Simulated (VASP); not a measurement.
# BAs (F-43m) in VASP: settings compared, part 3 of 3

VASP 6.6.1.

## 5. Single point, PBEsol+D4

This run uses another cell than the first one, of 13.30 Å³/atom, 0.976 times its volume.

Contents of INCAR:

```
SYSTEM = BAs
PREC = Accurate ; ENCUT = 520
EDIFF = 1E-6 ; ISMEAR = -1
SIGMA = 0.05 ; LREAL = .FALSE.
LASPH = .TRUE. ; NELM = 80
ALGO = Normal ; ISIF = 2
LWAVE = .FALSE. ; LCHARG = .FALSE.
GGA = PS ; IVDW = 13
NBANDS = 11
```

Contents of KPOINTS:

```
regular mesh
0
G
  10 10 10
  0 0 0
```

Contents of POSCAR:

```
BAs
1.0
    0.0000000000      2.3695236632      2.3695236632
    2.3695236632      0.0000000000      2.3695236632
    2.3695236632      2.3695236632      0.0000000000
As B
1 1
Direct
    0.7500000000      0.7500000000      0.7500000000
    0.0000000000      0.0000000000      0.0000000000
```

Potentials or basis: VASP PAW PBE potentials, release 64 (As, B).

The run is started by

```console
$ cat potpaw_PBE.64/As/POTCAR potpaw_PBE.64/B/POTCAR > POTCAR
$ mpirun -np 1 vasp_std > vasp.out
```

OUTCAR:

```text
SYSTEM = BAs
   PREC = Accurate
   ENCUT = 520
   EDIFF = 1E-6
   ISMEAR = -1
   LREAL = .FALSE.
   LASPH = .TRUE.
   NELM = 80
   ISIF = 2
   GGA = PS
   IVDW = 13

 ion  position               nearest neighbor table
   1  0.750  0.750  0.750-   2 2.05   2 2.05   2 2.05   2 2.05
   2  0.000  0.000  0.000-   1 2.05   1 2.05   1 2.05   1 2.05

  LATTYP: Found a face centered cubic cell.
 ALAT       =     4.7390473264

  Lattice vectors:

 A1 = (   0.0000000000,   2.3695236632,   2.3695236632)
 A2 = (   2.3695236632,   0.0000000000,   2.3695236632)
 A3 = (   2.3695236632,   2.3695236632,   0.0000000000)

Analysis of symmetry for initial positions (statically):
=====================================================================
 Subroutine PRICEL returns:
 Original cell was already a primitive cell.

 Routine SETGRP: Setting up the symmetry group for a
 face centered cubic supercell.

 Subroutine GETGRP returns: Found 24 space group operations
 (whereof 24 operations were pure point group operations)
 out of a pool of 48 trial point group operations.

The static configuration has the point symmetry T_d .

Analysis of symmetry for dynamics (positions and initial velocities):
=====================================================================
 Subroutine PRICEL returns:
[... 174 lines left out ...]
      9      15.7761      0.00000
     10      19.3404      0.00000
     11      19.3404      0.00000
[... 309 lines left out ...]
 k-point    24 :       0.4000    0.3000    0.0000
  band No.  band energies     occupation
      1      -6.6321      2.00000
      2      -0.2155      2.00000
      3       2.2002      2.00000
      4       2.7133      2.00000
      5       7.9044      0.00000
      6       9.6083      0.00000
      7      15.2853      0.00000
      8      15.5089      0.00000
      9      18.5096      0.00000
     10      22.3063      0.00000
     11      22.3121      0.00000

 [... further k-points ...]

------------------------ aborting loop because EDIFF is reached ----------------------------------------

  DFT-D4 for vdW energy calculation

  Edisp (eV):   -0.43449

  FORCE on cell =-STRESS in cart. coord.  units (eV):
  Direction    XX          YY          ZZ          XY          YZ          ZX
  --------------------------------------------------------------------------------------
  -------------------------------------------------------------------------------------
  Total       0.16179     0.16179     0.16179     0.00000    -0.00000     0.00000
  in kB       9.74218     9.74218     9.74218     0.00000    -0.00000     0.00000
  external pressure =        9.74 kB  Pullay stress =        0.00 kB

 VOLUME and BASIS-vectors are now :
 -----------------------------------------------------------------------------
  energy-cutoff  :      520.00
  volume of cell :       26.61
      direct lattice vectors                 reciprocal lattice vectors
     0.000000000  2.369523663  2.369523663    -0.211012875  0.211012875  0.211012875
     2.369523663  0.000000000  2.369523663     0.211012875 -0.211012875  0.211012875
     2.369523663  2.369523663  0.000000000     0.211012875  0.211012875 -0.211012875

 POSITION                                       TOTAL-FORCE (eV/Angst)
 -----------------------------------------------------------------------------------
      3.55429      3.55429      3.55429        -0.000000     -0.000000     -0.000000
      0.00000      0.00000      0.00000         0.000000      0.000000      0.000000
 -----------------------------------------------------------------------------------
    total drift:                                0.000000      0.000000      0.000000

  FREE ENERGIE OF THE ION-ELECTRON SYSTEM (eV)
  ---------------------------------------------------
  free  energy   TOTEN  =       -12.6309929958 eV

  energy  without entropy=      -12.6309927239  energy(sigma->0) =      -12.63099286
```

OSZICAR:

```text
N       E                     dE             d eps       ncg     rms          rms(c)
DAV:   1     0.121890867527E+02    0.12189E+02   -0.38456E+03  1034   0.647E+02
DAV:   2    -0.121743574764E+02   -0.24363E+02   -0.23354E+02  1429   0.107E+02
DAV:   3    -0.128488519993E+02   -0.67449E+00   -0.67339E+00  1295   0.169E+01
DAV:   4    -0.128505193080E+02   -0.16673E-02   -0.16672E-02  1153   0.947E-01
DAV:   5    -0.128505217128E+02   -0.24048E-05   -0.24047E-05  1231   0.385E-02    0.501E+00
DAV:   6    -0.122803931387E+02    0.57013E+00   -0.14184E+00  1115   0.483E+00    0.247E+00
DAV:   7    -0.122057800879E+02    0.74613E-01   -0.20303E-01  1202   0.217E+00    0.947E-01
DAV:   8    -0.121963161949E+02    0.94639E-02   -0.19064E-02  1175   0.760E-01    0.944E-02
DAV:   9    -0.121964477696E+02   -0.13157E-03   -0.68498E-04  1145   0.157E-01    0.539E-02
DAV:  10    -0.121964994936E+02   -0.51724E-04   -0.84338E-05  1111   0.539E-02    0.963E-03
DAV:  11    -0.121965021719E+02   -0.26783E-05   -0.18944E-06  1259   0.990E-03    0.953E-03
DAV:  12    -0.121965020202E+02    0.15167E-06   -0.95667E-07   693   0.489E-03
   1 F= -.12630993E+02 E0= -.12630993E+02  d E =-.271913E-06
```

stdout:

```text
POSCAR found type information on POSCAR AsB
 POSCAR found :  2 types and       2 ions
 scaLAPACK will be used
 -----------------------------------------------------------------------------
|                                                                             |
|                                                                             |
|     You enforced a specific xc type in the INCAR file but a different       |
|     I HOPE YOU KNOW WHAT YOU ARE DOING!                                     |
|                                                                             |
 -----------------------------------------------------------------------------

 LDA part: xc-table for (Slater+PW92), standard interpolation
 POSCAR, INCAR and KPOINTS ok, starting setup
 FFT: planning ... GRIDC
 FFT: planning ... GRID_SOFT
 FFT: planning ... GRID
 WAVECAR not read
 entering main loop
```

Wall time 12 s (1 thread of Intel Xeon Platinum 8375C at 2.90GHz (Ice Lake), shared host); peak memory 0.16 GiB.

What came out:

```yaml
Free_energy: -12.6310 eV
Pressure: 1.0 GPa
Band_gap_on_the_k_mesh: 1.05 eV, indirect (least direct gap 3.27 eV)
Dispersion_energy_per_atom: -0.217 eV
```

Caveat: the PAW data sets were made with another functional, which shifts forces and pressure a little. A k mesh can miss the band edges.

## 6. Relaxation of cell and atoms, PBEsol+D3(BJ)

Contents of INCAR:

```
SYSTEM = BAs
PREC = Accurate ; ENCUT = 600
EDIFF = 1E-7 ; ISMEAR = -1
SIGMA = 0.05 ; LREAL = .FALSE.
LASPH = .TRUE. ; NELM = 80
ALGO = Normal ; ISIF = 3
LWAVE = .FALSE. ; LCHARG = .FALSE.
GGA = PS ; IVDW = 12
IBRION = 2 ; NSW = 60
EDIFFG = -0.01
```

Contents of KPOINTS:

```
Automatic mesh
0
G
  10 10 10
  0 0 0
```

Contents of POSCAR:

```
BAs
1.0
    0.0000000000      2.3885000000      2.3885000000
    2.3885000000      0.0000000000      2.3885000000
    2.3885000000      2.3885000000      0.0000000000
As B
1 1
Direct
    0.7500000000      0.7500000000      0.7500000000
    0.0000000000      0.0000000000      0.0000000000
```

Potentials or basis: VASP PAW PBE potentials, release 64 (As, B).

The run is started by

```console
$ cat potpaw_PBE.64/As/POTCAR potpaw_PBE.64/B/POTCAR > POTCAR
$ mpirun -np 1 vasp_std > vasp.out
```

It took 23 s on 1 thread of Intel Xeon Platinum 8375C at 2.90GHz (Ice Lake), shared host; peak memory 0.18 GiB.

The run converged. Its results:

| Property | Result |
| --- | --- |
| Free energy | -12.7588 eV |
| Relaxed volume | 13.32 Å³/atom |
| Relaxed cell | a = 3.352 Å, b = 3.352 Å, c = 3.352 Å, α = 60.00°, β = 60.00°, γ = 60.00° |
| Space group after relaxing (to 0.05 Å) | F-43m (No. 216) |
| Energy gained by relaxing | 3.1 meV/atom |
| Ionic steps | 3 |
| Pressure after relaxing | 0.0 GPa |
| Band gap on the k mesh | 1.05 eV, indirect (least direct gap 3.27 eV) |
| Dispersion energy per atom | -0.280 eV |

Step by step:
| step | energy change (eV) | largest force (eV/Å) | pressure (GPa) | volume (Å³) |
| --- | --- | --- | --- | --- |
| 1 | 0.0000 | 0.0000 | -3.18 | 27.25 |
| 2 | -0.0027 | 0.0000 | 2.55 | 26.20 |
| 3 | -0.0062 | 0.0000 | 0.00 | 26.64 |

Final structure:
```yaml
crystal:
  lattice:
    - [0.00000, 2.37056, 2.37056]
    - [2.37056, 0.00000, 2.37056]
    - [2.37056, 2.37056, 0.00000]
  atoms:
    - { symbol: As, position: [0.75000, 0.75000, 0.75000] }
    - { symbol: B, position: [0.00000, 0.00000, 0.00000] }
```

Levels at points of the mesh, in eV from the valence-band top:
```
           k point  band 1  band 2  band 3  band 4  band 5  band 6  band 7  band 8
(0.00, 0.00, 0.00)  -15.65    0.00    0.00    0.00    3.27    3.27    3.27    4.97
(0.50, 0.00, 0.00)  -12.68   -9.00   -1.87   -1.87    2.79    4.75    4.75    8.75
(0.50, 0.50, 0.00)  -11.33   -8.66   -4.20   -4.20    1.29    1.31   11.56   11.56
```

Caveat: the PAW data sets were made with another functional, which shifts forces and pressure a little. A k mesh can miss the band edges.

## 7. Overview

| task | level | cell | k mesh | cutoff (eV) | gap on the mesh (eV) | pressure (GPa) |
| --- | --- | --- | --- | --- | --- | --- |
| single point | PBE | a = 3.378 Å, angles 60.0°, 2 atoms | 6 × 6 × 6 | 520 | 1.27 | 3.5 |
| single point | RPBE+D3(BJ) | a = 3.265 Å, angles 60.0°, 2 atoms | 10 × 10 × 10 | 520 | 1.08 | 1.0 |
| single point | PBEsol+D3(BJ) | a = 3.345 Å, angles 60.0°, 2 atoms | 10 × 10 × 10 | 520 | 1.05 | 1.0 |
| single point | PBEsol+D4 | a = 3.351 Å, angles 60.0°, 2 atoms | 10 × 10 × 10 | 520 | 1.05 | 1.0 |
| relaxation of cell and atoms | PBEsol+D3(BJ) | relaxed from a = 3.378 Å, angles 60.0°, 2 atoms | 10 × 10 × 10 | 600 | 1.05 | 0.0 |

Alike in all rows: potentials or basis VASP PAW PBE potentials, release 64 (As, B); no spin polarisation; smearing fermi-dirac 0.05 eV.

Caveats: the PAW data sets were made with another functional, which shifts forces and pressure a little (some runs).

Absolute energies hang on the potentials; compare differences alone.
